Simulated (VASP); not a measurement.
A run of VASP 6.6.1:

Contents of INCAR:

```
PREC     = Accurate       # precision mode
ENCUT    = 700            # plane-wave cutoff, eV
EDIFF    = 1E-6           # SCF threshold, eV
ISMEAR   = 0              # smearing method
SIGMA    = 0.1            # smearing width, eV
LREAL    = F              # projectors in reciprocal space
LASPH    = T              # aspherical terms in the spheres
NELM     = 120            # most SCF steps
ALGO     = Normal         # electronic algorithm
ISIF     = 2              # what is computed and relaxed
LWAVE    = F              # write WAVECAR
LCHARG   = T              # write CHGCAR
GGA      = PE             # functional
LELF     = T              # ELF
LVHAR    = T            
NBANDS   = 56             # bands
GGA_COMPAT= F
```

File KPOINTS:

```
Automatic mesh
0
Gamma
  4 4 4
```

File POSCAR:

```
CuW2
1.0
    4.6172482979      0.0000000000      0.0000000000
    0.0000000000      7.9871353099      0.0000000000
    0.0000000000      0.0000000000      2.6763976573
Cu W
2 4
Direct
    0.5000000000      0.0000000000      0.5000000000
    0.0000000000      0.5000000000      0.5000000000
    0.0000016735      0.1663299414      0.5000000000
    0.5000016735      0.3336700586      0.5000000000
    0.4999983265      0.6663299414      0.5000000000
    0.9999983265      0.8336700586      0.5000000000
```

Potentials or basis: VASP PAW PBE potentials, release 64 (Cu_sv_GW, W_sv).

Command:

```console
$ cat potpaw_PBE.64/Cu_sv_GW/POTCAR potpaw_PBE.64/W_sv/POTCAR > POTCAR
$ mpirun -np 1 vasp_std > vasp.out
```

Hardware: 1 thread of Intel(R) Xeon(R) Platinum 8259CL CPU @ 2.50GHz (Skylake/Cascade Lake), with other jobs on the host.

Estimate the wall time of this run.

Wall time 4.6 min on 1 thread of Intel(R) Xeon(R) Platinum 8259CL CPU @ 2.50GHz (Skylake/Cascade Lake), with other jobs on the host, peak memory 0.37 GiB. Counts: scf iterations 17, k points 27.
